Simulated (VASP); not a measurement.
Here is a VASP 6.6.1 calculation.

Contents of INCAR:

```
PREC = Accurate
ENCUT = 520
EDIFF = 1E-7
ISMEAR = -1
SIGMA = 0.05
LREAL = F
LASPH = T
NELM = 80
ALGO = Normal
ISIF = 2
LWAVE = F
LCHARG = F
GGA = PS
NBANDS = 11
```

File KPOINTS:

```
Automatic mesh
0
Gamma
  10 10 10
```

Contents of POSCAR:

```
BAs
1.0
    0.0000000000      2.4199312360      2.4199312360
    2.4199312360      0.0000000000      2.4199312360
    2.4199312360      2.4199312360      0.0000000000
As B
1 1
Direct
    0.7500000000      0.7500000000      0.7500000000
    0.0000000000      0.0000000000      0.0000000000
```

Potentials or basis: VASP PAW PBE potentials, release 64 (As, B).

Run with:

```bash
$ cat potpaw_PBE.64/As/POTCAR potpaw_PBE.64/B/POTCAR > POTCAR
$ mpirun -np 1 vasp_std > vasp.out
```

Problem. Estimate the band gap on the k mesh.

Solution. 1.11 eV, indirect (least direct gap 3.19 eV).

Problem. Predict the pressure.

Solution. -5.0 GPa.

Caveat: the PAW data sets were made with another functional, which shifts forces and pressure a little. A k mesh can miss the band edges.
